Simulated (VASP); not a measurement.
Here is a VASP 6.6.1 calculation.

File POSCAR:

```
LiH
1.0
    0.0000000000      2.1451220099      2.1451220099
    2.1712924984      0.0000000000      2.1451220099
    2.1712924984      2.1451220099      0.0000000000
Li H
1 1
Direct
    0.0000000000      0.0000000000      0.0000000000
    0.2500000000      0.2500000000      0.2500000000
```

The input INCAR.step1:

```
ALGO = Normal
EDIFF = 1E-5
ENCUT = 650
GGA = PE
GGA_COMPAT = F
ISIF = 2
ISMEAR = 0
LASPH = T
LREAL = F
LWAVE = T
NBANDS = 9
NELM = 120
PREC = Accurate
SIGMA = 0.01
```

Contents of INCAR.step2:

```
ALGO = Normal
EDIFF = 1E-6
ENCUT = 650
GGA = PE
GGA_COMPAT = F
HFSCREEN = 0.2079
ISIF = 2
ISMEAR = 0
ISTART = 1
LASPH = T
LCHARG = T
LELF = T
LHFCALC = T
LREAL = F
LVHAR = T
LWAVE = F
NBANDS = 9
NELM = 120
PREC = Accurate
PRECFOCK = Normal
SIGMA = 0.01
```

File KPOINTS:

```
k-points
0
Gamma
  8 8 8
```

Potentials or basis: VASP PAW PBE potentials, release 64 (Li_sv, H).

Run with:

```bash
$ cat potpaw_PBE.64/Li_sv/POTCAR potpaw_PBE.64/H/POTCAR > POTCAR
$ cp INCAR.step1 INCAR
$ mpirun -np 1 vasp_std > vasp.out
$ cp INCAR.step2 INCAR
$ mpirun -np 1 vasp_std > vasp.out
```

(1) Predict the pressure.

(2) Predict the band gap on the k mesh.

Answers

(1) -0.9 GPa.

(2) 5.20 eV (least direct gap 6.38 eV).

Caveat: the cell differs from its parent crystal (uniaxial x strain +1.2%); the PAW data sets were made with another functional, which shifts forces and pressure a little.
